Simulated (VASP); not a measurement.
Here is a VASP 6.6.1 calculation.

The input INCAR:

```
SYSTEM = WC
PREC = Accurate
ENCUT = 600
EDIFF = 1E-6
ISMEAR = 0
SIGMA = 0.1
LREAL = .False.
LASPH = .True.
NELM = 120
ALGO = Normal
ISIF = 2
LWAVE = .False.
LCHARG = .False.
GGA = PE
NBANDS = 16
GGA_COMPAT = .False.
```

File KPOINTS:

```
Automatic mesh
0
Gamma
  9 9 8
  0 0 0
```

Contents of POSCAR:

```
WC
1.0
    2.9225169291      0.0000000000      0.0000000000
   -1.4612584645      2.5309739036      0.0000000000
    0.0000000000      0.0000000000      2.8461543301
W C
1 1
Direct
    0.0000000000      0.0000000000      0.0000000000
    0.6666666667      0.3333333333      0.5000000000
```

Potentials or basis: VASP PAW PBE potentials, release 64 (W_sv, C).

The run is started by

```console
$ cat potpaw_PBE.64/W_sv/POTCAR potpaw_PBE.64/C/POTCAR > POTCAR
$ mpirun -np 1 vasp_std > vasp.out
```

(1) What does it give for the pressure?

(2) What does it give for the band gap on the k mesh?

Results:

(1) 1.0 GPa.

(2) zero (bands 9 and 10 overlap by 1.19 eV).

Caveat: spin-orbit coupling is left out, which moves the levels of the heavy elements.
